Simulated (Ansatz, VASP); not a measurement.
One calculation of GeBr, two programs

File INCAR:

```
SYSTEM = GeBr
  PREC = Accurate
  ENCUT = 600
  EDIFF = 1E-7
  ISMEAR = 0
  SIGMA = 0.1
  LREAL = .FALSE.
  LASPH = .TRUE.
  NELM = 60
  ALGO = Normal
  ISIF = 3
  LWAVE = .FALSE.
  LCHARG = .FALSE.
  GGA = PE
  IBRION = 2
  NSW = 90
  EDIFFG = -0.04
```

KPOINTS

```
Automatic mesh
0
G
  6 6 4
  0 0 0
```

File POSCAR:

```
GeBr
1.0
    3.5618801500      0.0000000000      0.0000000000
   -1.7809400700      3.0846786900      0.0000000000
    0.0000000000      0.0000000000      6.4430728000
Ge Br
1 1
Direct
    0.6666666700      0.3333333300      0.5000000000
    0.0000000000      0.0000000000      0.0000000000
```

Input for Ansatz:

```yaml
crystal:
  lattice:
    - [3.56188015, 0.0, 0.0]
    - [-1.78094007, 3.08467869, 0.0]
    - [0.0, 0.0, 6.4430728]
  atoms:
    - { symbol: Ge, position: [0.66666667, 0.33333333, 0.5] }
    - { symbol: Br, position: [0.0, 0.0, 0.0] }
basis:
  ecutwfc: 420
kpoints:
  mp_grid: { grid: [6, 6, 4] }
hamiltonian:
  xc: pbe
scf:
  occupations: { method: gaussian, width: 0.1 }
  lower_state_search: "off"
output:
  forces: true
  stress: true
  eigenvalues: true
relax:
  adjacent_minimum: "off"
  f_tol: 0.04
  max_steps: 70
  cell: { stress_tol: 0.4 }
```

Change from the starting cell: species swapped into the MgZr type (P-6m2, No. 187).

Alike in both runs: task relaxation of cell and atoms; functional PBE; k mesh 6 × 6 × 4; occupations gaussian, width 0.1 eV; no spin polarisation.

|  | VASP | Ansatz |
| --- | --- | --- |
| version | VASP 6.6.1 | Ansatz 0.2.0 |
| potentials or method | VASP PAW PBE potentials, release 64 (Ge_d, Br), cutoff 600 eV | scalar-relativistic, plane waves, PAW |
| valence electrons in the cell | 21 | 21 |

|  | VASP | Ansatz | Ansatz less VASP |
| --- | --- | --- | --- |
| gap on the k mesh at the Fermi level, each at its own relaxed structure (eV) | none | none | - |
| relaxed volume (Å³/atom) | 24.33 | 24.28 | -0.054 |
| relaxed cell length with the largest relative difference (Å) | 3.528 | 3.521 | -0.0068 |

A gap of «none» marks a metal or a gap that the smearing closes.

Noted on VASP's run: the volume moved by over 15 % at a fixed basis, so the end points are rough.
